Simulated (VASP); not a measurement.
# TaN (Fm-3m) in VASP: notebook

TaN is run at these levels: r2SCAN; tasks: single point, relaxation of cell and atoms.

All numbers are computed with VASP 6.6.1; they aren't measurements. Logs are shortened: lines on timing, memory, paths and dates and some standing lists are left out, and cuts for length are marked.

## (1) The cell of the first run

It takes space group Fm-3m (No. 225, cubic). Conventional cell: a = 4.147 Å, b = 4.147 Å, c = 4.147 Å, α = 90.00°, β = 90.00°, γ = 90.00°. Within 2.7 Å of Ta (site symmetry m-3m) lie 6 N at 2.07 Å. Within 2.7 Å of N (site symmetry m-3m) lie 6 Ta at 2.07 Å.

## (2) Single point, r2SCAN

POSCAR reads:

```
TaN
1.0
    0.0000000000      2.0735894762      2.0735894762
    2.0735894762      0.0000000000      2.0735894762
    2.0735894762      2.0735894762      0.0000000000
Ta N
1 1
Direct
    0.5000000000      0.5000000000      0.5000000000
    0.0000000000      0.0000000000      0.0000000000
```

INCAR.step1 reads:

```
PREC = Accurate
ENCUT = 520
ISMEAR = 0
SIGMA = 0.1
LREAL = F
LASPH = T
NELM = 80
NBANDS = 15
GGA = PE
ALGO = Normal
EDIFF = 1E-4
LWAVE = T
LCHARG = F
```

INCAR.step2 reads:

```
PREC = Accurate
ENCUT = 520
EDIFF = 1E-7
ISMEAR = 0
SIGMA = 0.1
LREAL = F
LASPH = T
NELM = 80
ALGO = Normal
ISIF = 2
LWAVE = F
LCHARG = F
METAGGA = R2SCAN
LMIXTAU = T
NBANDS = 15
ISTART = 1
```

KPOINTS reads:

```
regular mesh
0
Gamma
  18 18 18
```

Potentials or basis: VASP PAW PBE potentials, release 64 (Ta_pv, N).

The run is started by

```bash
cat potpaw_PBE.64/Ta_pv/POTCAR potpaw_PBE.64/N/POTCAR > POTCAR
cp INCAR.step1 INCAR
mpirun -np 1 vasp_std > vasp.out
cp INCAR.step2 INCAR
mpirun -np 1 vasp_std > vasp.out
```

OUTCAR:

```text
PREC = Accurate
   ENCUT = 520
   EDIFF = 1E-7
   ISMEAR = 0
   LREAL = F
   LASPH = T
   NELM = 80
   ISIF = 2
   METAGGA = R2SCAN
   ISTART = 1

 ion  position               nearest neighbor table
   1  0.500  0.500  0.500-   2 2.07   2 2.07   2 2.07   2 2.07   2 2.07   2 2.07
   2  0.000  0.000  0.000-   1 2.07   1 2.07   1 2.07   1 2.07   1 2.07   1 2.07

  LATTYP: Found a face centered cubic cell.
 ALAT       =     4.1471789524

  Lattice vectors:

 A1 = (   0.0000000000,   2.0735894762,   2.0735894762)
 A2 = (   2.0735894762,   0.0000000000,   2.0735894762)
 A3 = (   2.0735894762,   2.0735894762,   0.0000000000)

Analysis of symmetry for initial positions (statically):
=====================================================================
 Subroutine PRICEL returns:
 Original cell was already a primitive cell.

 Routine SETGRP: Setting up the symmetry group for a
 face centered cubic supercell.

 Subroutine GETGRP returns: Found 48 space group operations
 (whereof 48 operations were pure point group operations)
 out of a pool of 48 trial point group operations.

The static configuration has the point symmetry O_h .

Analysis of symmetry for dynamics (positions and initial velocities):
=====================================================================
 Subroutine PRICEL returns:
 Original cell was already a primitive cell.

 Routine SETGRP: Setting up the symmetry group for a
 face centered cubic supercell.

 Subroutine GETGRP returns: Found 48 space group operations
 (whereof 48 operations were pure point group operations)
 out of a pool of 48 trial point group operations.

The dynamic configuration has the point symmetry O_h .

 Subroutine INISYM returns: Found 48 space group operations
 (whereof 48 operations are pure point group operations),
 and found     1 'primitive' translations

----------------------------------------------------------------------------------------

                                     Primitive cell

  volume of cell :      17.8319

  direct lattice vectors                    reciprocal lattice vectors
     0.000000000  2.073589476  2.073589476    -0.241127767  0.241127767  0.241127767
     2.073589476  0.000000000  2.073589476     0.241127767 -0.241127767  0.241127767
     2.073589476  2.073589476  0.000000000     0.241127767  0.241127767 -0.241127767

  length of vectors
     2.932498360  2.932498360  2.932498360     0.417645544  0.417645544  0.417645544

  position of ions in fractional coordinates (direct lattice)
     0.500000000  0.500000000  0.500000000
     0.000000000  0.000000000  0.000000000

  ion indices of the primitive-cell ions
   primitive index   ion index
                 1           1
                 2           2

----------------------------------------------------------------------------------------

 KPOINTS: regular mesh

Automatic generation of k-mesh.
 Grid dimensions read from file:
 generate k-points for:   18   18   18

 Generating k-lattice:

  Cartesian coordinates                     Fractional coordinates (reciprocal lattice)
    -0.013395987  0.013395987  0.013395987     0.055555556  0.000000000  0.000000000
     0.013395987 -0.013395987  0.013395987     0.000000000  0.055555556  0.000000000
     0.013395987  0.013395987 -0.013395987     0.000000000  0.000000000  0.055555556

  Length of vectors
     0.023202530  0.023202530  0.023202530

  Shift w.r.t. Gamma in fractional coordinates (k-lattice)
     0.000000000  0.000000000  0.000000000

 Subroutine IBZKPT returns following result:
 ===========================================

 Found    195 irreducible k-points:

 Following reciprocal coordinates:
            Coordinates               Weight
  0.000000  0.000000  0.000000      1.000000
  0.055556  0.000000  0.000000      8.000000
  0.111111  0.000000  0.000000      8.000000
  0.166667  0.000000  0.000000      8.000000
  0.222222  0.000000  0.000000      8.000000
  0.277778  0.000000  0.000000      8.000000
[... 16 lines left out ...]
 -0.277778  0.055556  0.000000     24.000000
 -0.222222  0.055556  0.000000     24.000000
 [... further k-points ...]
   k-points           NKPTS =    195   k-points in BZ     NKDIM =    195   number of bands    NBANDS=     15
   number of dos      NEDOS =    301   number of ions     NIONS =      2
   total plane-waves  NPLWV =  13824
   dimension x,y,z NGX =    24 NGY =   24 NGZ =   24
   dimension x,y,z NGXF=    48 NGYF=   48 NGZF=   48
   ions per type =               1   1
   NGX,Y,Z   is equivalent  to a cutoff of  13.61, 13.61, 13.61 a.u.
   NGXF,Y,Z  is equivalent  to a cutoff of  27.21, 27.21, 27.21 a.u.
 SYSTEM =  unknown system
   PREC   = accura    normal or accurate (medium, high low for compatibility)
   ISTART =      1    job   : 0-new  1-cont  2-samecut
   ICHARG =      0    charge: 1-file 2-atom 10-const
   ISPIN  =      1    spin polarized calculation?
   LNONCOLLINEAR =      F non collinear calculations
   LSORBIT =      F    spin-orbit coupling
   LASPH  =      T    aspherical Exc in radial PAW
   ENCUT  =  520.0 eV  38.22 Ry    6.18 a.u.   5.45  5.45  5.45*2*pi/ulx,y,z
   NELM   =     80;   NELMIN=  2; NELMDL=  0     # of ELM steps
   EDIFF  = 0.1E-06   stopping-criterion for ELM
   LREAL  =      F    real-space projection
   EDIFFG = 0.1E-05   stopping-criterion for IOM
   NSW    =      0    number of steps for IOM
   IBRION =     -1    ionic relax: 0-MD 1-quasi-New 2-CG
   NFREE  =      0    steps in history (QN), initial steepest desc. (CG)
   ISIF   =      2    stress and relaxation
   ISYM   =      2    0-nonsym 1-usesym 2-fastsym
   POTIM  = 0.5000    time-step for ionic-motion
   TEBEG  =    0.0;   TEEND  =   0.0 temperature during run
   PSTRESS=    0.0 pullay stress
   NELECT =      16.0000    total number of electrons
   NUPDOWN=      -1.0000    fix difference up-down
   EMIN   =  10.00;   EMAX   =-10.00  energy-range for DOS
   EFERMI =   0.00;   METHOD = LEGACY
   ISMEAR =     0;   SIGMA  =   0.10  broadening in eV -4-tet -1-fermi 0-gaus
   EFERMI_NEDOS =   21; number of points for ismear=-14 and -15
   IALGO  =     38    algorithm
   IMIX   =      4    mixing-type and parameters
     AMIX     =   0.40;   BMIX     =  1.00
     AMIX_MAG =   1.60;   BMIX_MAG =  1.00
  volume/ion in A,a.u.               =       8.92        60.17
  Fermi-wavevector in a.u.,A,eV,Ry     =   1.579000  2.983877 33.922590  2.493240
  Thomas-Fermi vector in A             =   2.679445
   LORBIT       =      0    0 simple, 1 ext, 2 COOP (PROOUT), +10 PAW based schemes
   METAGGA = R2SCAN    functional components
   LHFCALC =     F    Hartree Fock is set to
   AEXX    =    0.0000 exact exchange contribution
   IVDW    =     0    specifies the selected vdW correction
   LEPSILON=     F    determine dielectric tensor
   LRPA    =     F    only Hartree local field effects (RPA)
 non-spin polarized calculation
 Gauss-broadening in eV      SIGMA  =   0.10
  energy-cutoff  :      520.00
  volume of cell :       17.83
 maximum number of plane-waves:       531
 NGX is ok and might be reduce to    24
   NGX = 11   NGY = 11   NGZ = 11

 number of electron      16.0000002 magnetization

 Free energy of the ion-electron system (eV)
  ---------------------------------------------------
  ext. energy  EPLUGINS =         0.00000000
  ---------------------------------------------------
  free energy    TOTEN  =       -58.74585933 eV

  energy without entropy =      -58.74218112  energy(sigma->0) =      -58.74402023

 E-fermi :  11.7333     XC(G=0): -15.6171

 val. band max:       11.7139551091   @ k =   0.2222   0.1111   0.0000
 cond. band min:      11.7371641277   @ k =   0.3889   0.0556   0.0000
 fundamental gap:      0.0232090186
 Fermi energy:        11.7333146419

 k-point     1 :       0.0000    0.0000    0.0000
  band No.  band energies     occupation
      1     -25.0748      2.00000
      2     -25.0748      2.00000
      3     -25.0748      2.00000
      4      -9.8018      2.00000
      5       7.0422      2.00000
      6       7.0422      2.00000
      7       7.0422      2.00000
      8       8.9863      2.00000
      9       8.9863      2.00000
     10       8.9863      2.00000
     11      11.8582      0.07729
     12      11.8582      0.07729
     13      15.2329      0.00000
     14      21.7558      0.00000
     15      21.8237      0.00000

 k-point     2 :       0.0556    0.0000    0.0000
  band No.  band energies     occupation
      1     -25.1332      2.00000
      2     -25.0791      2.00000
      3     -25.0791      2.00000
      4      -9.6905      2.00000
      5       6.5637      2.00000
      6       6.6852      2.00000
      7       6.6852      2.00000
      8       9.1508      2.00000
      9       9.1508      2.00000
     10       9.2394      2.00000
     11      12.2667      0.00000
     12      12.2667      0.00000
     13      15.4601      0.00000
     14      21.8237      0.00000
     15      22.0566      0.00000

 k-point     3 :       0.1111    0.0000    0.0000
  band No.  band energies     occupation
      1     -25.2981      2.00000
      2     -25.0914      2.00000
      3     -25.0914      2.00000
      4      -9.3697      2.00000
      5       5.5524      2.00000
      6       5.9159      2.00000
      7       5.9159      2.00000
      8       9.5366      2.00000
      9       9.5366      2.00000
     10       9.6590      2.00000
     11      13.2885      0.00000
     12      13.2885      0.00000
     13      16.0728      0.00000
     14      21.8236      0.00000
     15      22.9099      0.00000
[... 343 lines left out ...]
 k-point    23 :      -0.2778    0.0556    0.0000
  band No.  band energies     occupation
      1     -26.2007      2.00000
      2     -25.2257      2.00000
      3     -25.1439      2.00000
      4      -7.3033      2.00000
      5       1.6195      2.00000
      6       3.1774      2.00000
      7       3.6738      2.00000
      8      11.1220      2.00000
      9      11.5009      1.99899
     10      12.7855      0.00000
     11      17.0093      0.00000
     12      18.8324      0.00000
     13      18.8828      0.00000
     14      21.8233      0.00000
     15      26.6826      0.00000

 k-point    24 :      -0.2222    0.0556    0.0000
  band No.  band energies     occupation
      1     -25.9269      2.00000
      2     -25.2005      2.00000
      3     -25.1183      2.00000
      4      -7.9804      2.00000
      5       2.6517      2.00000
      6       3.7627      2.00000
      7       4.3441      2.00000
      8      10.5388      2.00000
      9      10.6717      2.00000
     10      11.9128      0.01114
     11      15.6093      0.00000
     12      17.4343      0.00000
     13      18.2984      0.00000
     14      21.8234      0.00000
     15      26.0776      0.00000

 [... further k-points ...]
[... 5 lines left out ...]
  --------------------------------------------------------------------------------------
  -------------------------------------------------------------------------------------
  Total       10.4492822     10.4492822     10.4492822      0.0000000      0.0000000      0.0000000
  in kB      938.8553881    938.8553881    938.8553881      0.0000000      0.0000000      0.0000000
  external PRESSURE =     938.8553881 kB  Pullay stress =       0.0000000 kB

 VOLUME and BASIS-vectors are now :
 -----------------------------------------------------------------------------
  energy-cutoff  :      520.00
  volume of cell :       17.83
      direct lattice vectors                 reciprocal lattice vectors
     0.000000000  2.073589476  2.073589476    -0.241127767  0.241127767  0.241127767
     2.073589476  0.000000000  2.073589476     0.241127767 -0.241127767  0.241127767
     2.073589476  2.073589476  0.000000000     0.241127767  0.241127767 -0.241127767

 POSITION                                       TOTAL-FORCE (eV/Angst)
 -----------------------------------------------------------------------------------
      2.07359      2.07359      2.07359        -0.000000     -0.000000     -0.000000
      0.00000      0.00000      0.00000         0.000000      0.000000      0.000000
 -----------------------------------------------------------------------------------
    total drift:                                0.000000     -0.000000     -0.000000

  FREE ENERGIE OF THE ION-ELECTRON SYSTEM (eV)
  ---------------------------------------------------
  free  energy   TOTEN  =       -58.7458593339 eV

  energy  without entropy=      -58.7421811209  energy(sigma->0) =      -58.74402023
```

It took 1.7 min on 1 thread of Intel Xeon Platinum 8488C (Sapphire Rapids), shared host; peak memory 0.19 GiB.

Results:

| Property | Result |
| --- | --- |
| Free energy | -58.7459 eV |
| Pressure | 93.9 GPa |
| Band gap on the k mesh | zero (band 8 reaches 14.26 eV, above the bottom of band 9 at 8.99 eV) |

Caveat: the PAW data sets were made with another functional, which shifts forces and pressure a little; spin-orbit coupling is left out, which moves the levels of the heavy elements.

## (3) Relaxation of cell and atoms, r2SCAN, target pressure 50 GPa, at which the enthalpy is minimised

This run uses another cell than the first one, of 9.48 Å³/atom, 1.063 times its volume.

POSCAR reads:

```
TaN
1.0
    0.0000000000      2.1161458781      2.1161458781
    2.1161458781      0.0000000000      2.1161458781
    2.1161458781      2.1161458781      0.0000000000
Ta N
1 1
Direct
    0.5000000000      0.5000000000      0.5000000000
    0.0000000000      0.0000000000      0.0000000000
```

INCAR.step1 reads:

```
SYSTEM = TaN
PREC = Accurate ; ENCUT = 600
ISMEAR = 0 ; SIGMA = 0.1
LREAL = .FALSE. ; LASPH = .TRUE.
NELM = 80 ; GGA = PE
ALGO = Normal ; EDIFF = 1E-4
LWAVE = .TRUE. ; LCHARG = .FALSE.
```

INCAR.step2 reads:

```
SYSTEM = TaN
PREC = Accurate ; ENCUT = 600
EDIFF = 1E-6 ; ISMEAR = 0
SIGMA = 0.1 ; LREAL = .FALSE.
LASPH = .TRUE. ; NELM = 80
ALGO = Normal ; ISIF = 3
LWAVE = .FALSE. ; LCHARG = .FALSE.
METAGGA = R2SCAN ; LMIXTAU = .TRUE.
IBRION = 2 ; NSW = 70
EDIFFG = -0.008 ; PSTRESS = 500.0
ISTART = 1
```

KPOINTS reads:

```
Automatic mesh
0
G
  16 16 16
  0 0 0
```

Potentials or basis: VASP PAW PBE potentials, release 64 (Ta_pv, N).

The run is started by

```bash
cat potpaw_PBE.64/Ta_pv/POTCAR potpaw_PBE.64/N/POTCAR > POTCAR
cp INCAR.step1 INCAR
mpirun -np 1 vasp_std > vasp.out
cp INCAR.step2 INCAR
mpirun -np 1 vasp_std > vasp.out
```

Wall time 2.6 min (1 thread of Intel Xeon Platinum 8488C (Sapphire Rapids), shared host); peak memory 0.19 GiB.

It converged, with:

| Property | Result |
| --- | --- |
| Free energy | -59.3058 eV |
| Relaxed volume | 9.55 Å³/atom |
| Relaxed cell | a = 3.001 Å, b = 3.001 Å, c = 3.001 Å, α = 60.00°, β = 60.00°, γ = 60.00° |
| Space group after relaxing (to 0.05 Å) | Fm-3m (No. 225) |
| Energy change on relaxing (the enthalpy is what falls) | -25.2 meV/atom |
| Ionic steps | 3 |
| Pressure after relaxing | 49.9 GPa |
| Band gap on the k mesh | zero (band 8 reaches 13.15 eV, above the bottom of band 9 at 8.38 eV) |

The path:
| step | energy change (eV) | largest force (eV/Å) | pressure (GPa) | volume (Å³) |
| --- | --- | --- | --- | --- |
| 1 | 0.0000 | 0.0000 | 54.56 | 18.95 |
| 2 | -0.2050 | 0.0000 | 33.89 | 19.70 |
| 3 | -0.0504 | 0.0000 | 49.95 | 19.11 |

Final structure:
```xyz
2
Lattice="0.0000 2.1219 2.1219 2.1219 0.0000 2.1219 2.1219 2.1219 0.0000" Properties=species:S:1:pos:R:3 pbc="T T T"
Ta    2.1219    2.1219    2.1219
N     0.0000    0.0000    0.0000
```

Levels at points of the mesh, in eV from the Fermi level:
| k point | band 4 | band 5 | band 6 | band 7 | band 8 | band 9 | band 10 | band 11 | band 12 |
| --- | --- | --- | --- | --- | --- | --- | --- | --- | --- |
| (0.00, 0.00, 0.00) | -20.93 | -4.47 | -4.47 | -4.47 | -2.49 | -2.49 | -2.49 | 0.14 | 0.14 |
| (0.50, 0.00, 0.00) | -17.20 | -11.77 | -8.84 | -8.84 | 2.29 | 2.29 | 2.45 | 4.47 | 9.06 |
| (0.50, 0.50, 0.00) | -19.71 | -7.26 | -6.42 | -5.24 | -5.24 | 2.57 | 4.21 | 4.21 | 5.95 |

Caveat: the cell is relaxed towards a set pressure, so the enthalpy falls and the energy may rise; the PAW data sets were made with another functional, which shifts forces and pressure a little; spin-orbit coupling is left out, which moves the levels of the heavy elements. Zero-point motion and thermal expansion aren't in these numbers.

## (4) Relaxation of cell and atoms, r2SCAN, target pressure 25 GPa, at which the enthalpy is minimised

This run uses another cell than the first one, of 9.97 Å³/atom, 1.118 times its volume.

POSCAR reads:

```
TaN
1.0
    0.0000000000      2.1522848345      2.1522848345
    2.1522848345      0.0000000000      2.1522848345
    2.1522848345      2.1522848345      0.0000000000
Ta N
1 1
Direct
    0.5000000000      0.5000000000      0.5000000000
    0.0000000000      0.0000000000      0.0000000000
```

INCAR.step1 reads:

```
SYSTEM = TaN
  ALGO = Normal
  EDIFF = 1E-4
  ENCUT = 600
  GGA = PE
  ISMEAR = 0
  LASPH = .True.
  LCHARG = .False.
  LREAL = .False.
  LWAVE = .True.
  NELM = 80
  PREC = Accurate
  SIGMA = 0.1
```

INCAR.step2 reads:

```
SYSTEM = TaN
  ALGO = Normal
  EDIFF = 1E-7
  EDIFFG = -0.008
  ENCUT = 600
  IBRION = 2
  ISIF = 3
  ISMEAR = 0
  ISTART = 1
  LASPH = .True.
  LCHARG = .False.
  LMIXTAU = .True.
  LREAL = .False.
  LWAVE = .False.
  METAGGA = R2SCAN
  NELM = 80
  NSW = 70
  PREC = Accurate
  PSTRESS = 250.0
  SIGMA = 0.1
```

KPOINTS reads:

```
k-points
0
Gamma
  16 16 16
  0 0 0
```

The run is started by

```bash
cat potpaw_PBE.64/Ta_pv/POTCAR potpaw_PBE.64/N/POTCAR > POTCAR
cp INCAR.step1 INCAR
mpirun -np 1 vasp_std > vasp.out
cp INCAR.step2 INCAR
mpirun -np 1 vasp_std > vasp.out
```

Wall time 2.6 min (1 thread of Intel Xeon Platinum 8488C (Sapphire Rapids), shared host); peak memory 0.19 GiB.

The run converged. Its results:

```yaml
Free_energy: -59.5298 eV
Relaxed_volume: 10.04 Å³/atom
Relaxed_cell: a = 3.051 Å, b = 3.051 Å, c = 3.051 Å, α = 60.00°, β = 60.00°, γ = 60.00°
Space_group_after_relaxing_to_0.05_Å: Fm-3m (No. 225)
Energy_change_on_relaxing_the_enthalpy_is_what_falls: -11.1 meV/atom
Ionic_steps: 3
Pressure_after_relaxing: 25.0 GPa
Band_gap_on_the_k_mesh: zero (band 8 reaches 12.39 eV, above the bottom of band 9 at 7.94 eV)
```

The path:
| step | energy change (eV) | largest force (eV/Å) | pressure (GPa) | volume (Å³) |
| --- | --- | --- | --- | --- |
| 1 | 0.0000 | 0.0000 | 28.09 | 19.94 |
| 2 | -0.0761 | 0.0000 | 15.83 | 20.50 |
| 3 | -0.0222 | 0.0000 | 24.98 | 20.07 |

Final structure:
```
Ta N
1.0
     0.00000    2.15711    2.15711
     2.15711    0.00000    2.15711
     2.15711    2.15711    0.00000
Ta N
1 1
Cartesian
  2.1571 2.1571 2.1571
  0.0000 0.0000 0.0000
```

Levels at points of the mesh, in eV from the Fermi level:
```csv
k point,band 5,band 6,band 7,band 8,band 9,band 10,band 11,band 12
"(0.00, 0.00, 0.00)",-4.32,-4.32,-4.32,-2.33,-2.33,-2.33,0.14,0.14
"(0.50, 0.00, 0.00)",-11.33,-8.44,-8.44,2.12,2.12,2.27,4.29,8.47
"(0.50, 0.50, 0.00)",-7.20,-6.04,-5.14,-5.14,2.40,3.90,3.90,5.36
```

Caveat: the cell is relaxed towards a set pressure, so the enthalpy falls and the energy may rise; the PAW data sets were made with another functional, which shifts forces and pressure a little; spin-orbit coupling is left out, which moves the levels of the heavy elements.

## (5) Summary

| task | cell | k mesh | cutoff (eV) | gap on the mesh (eV) | pressure (GPa) |
| --- | --- | --- | --- | --- | --- |
| single point | a = 2.932 Å, angles 60.0°, 2 atoms | 18 × 18 × 18 | 520 | none | 93.9 |
| relaxation of cell and atoms | relaxed to 50 GPa from a = 2.993 Å, angles 60.0°, 2 atoms | 16 × 16 × 16 | 600 | none | 49.9 |
| relaxation of cell and atoms | relaxed to 25 GPa from a = 3.044 Å, angles 60.0°, 2 atoms | 16 × 16 × 16 | 600 | none | 25.0 |

Alike in all rows: level r2SCAN; potentials or basis VASP PAW PBE potentials, release 64 (Ta_pv, N); no spin polarisation; smearing gaussian 0.1 eV.

Caveats: the PAW data sets were made with another functional, which shifts forces and pressure a little; spin-orbit coupling is left out, which moves the levels of the heavy elements; the cell is relaxed towards a set pressure, so the enthalpy falls and the energy may rise (some runs).

Absolute energies hang on the potentials; compare differences alone.
